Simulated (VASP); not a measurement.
## Bi2Te3: single point with PBE

**The experiment to reproduce.**

From “Vacancy and Antisite-Induced Ferromagnetism in Liquid-Phase Exfoliated Bi2Te3”, 2024, arxiv:2412.10539, for a bulk crystal of Bi2Te3: band gap 0.17 eV.

Crystal: Bi2Te3.

```
CELL_PARAMETERS angstrom
2.22425 1.28417 10.64897
-2.22425 1.28417 10.64897
0.00000 -2.56834 10.64897
ATOMIC_POSITIONS crystal
Bi 0.60240 0.60240 0.60240
Bi 0.39760 0.39760 0.39760
Te 0.78479 0.78479 0.78479
Te 0.21521 0.21521 0.21521
Te 0.00000 0.00000 0.00000
```

```yaml
Program: VASP 6.6.1
Task: single point
Functional: PBE
Potentials_or_basis: VASP PAW PBE potentials, release 64 (Bi_d, Te)
Cutoff: 520 eV
k_mesh: 7 × 7 × 7
Occupations: fermi-dirac, width 0.05 eV
Spin: no spin polarisation
```

```yaml
Pressure: 0.0 GPa
Largest_force: 0.009 eV/Å
Band_gap_on_the_k_mesh: 0.49 eV
```

Forces on the atoms (eV/Å):
```
Bi   0.000  0.000  0.009
Bi   0.000  0.000 -0.009
Te   0.000  0.000  0.009
Te   0.000  0.000 -0.009
Te   0.000  0.000  0.000
```

Levels at points of the mesh, in eV from the valence-band top:
| k point | band 22 | band 23 | band 24 | band 25 | band 26 | band 27 |
| --- | --- | --- | --- | --- | --- | --- |
| (0.00, 0.00, 0.00) | -0.62 | -0.62 | 0.00 | 0.49 | 1.07 | 1.07 |

Wall time 30 min on 1 thread of Intel(R) Xeon(R) Platinum 8259CL CPU @ 2.50GHz (Skylake/Cascade Lake), with other jobs on the host, peak memory 1.2 GiB.

Against the measured gap of Bi2Te3, 0.17 eV (quoted in “Vacancy and Antisite-Induced Ferromagnetism in Liquid-Phase Exfoliated Bi2Te3”, 2024, arxiv:2412.10539), the calculated 0.49 eV is off by +0.32 eV. Spin-orbit coupling on Bi, Te is left out. The value is that of PBE on a finite k mesh, which can miss the band edges, without temperature or zero-point motion.

Caveat: spin-orbit coupling is left out, which moves the levels of the heavy elements.
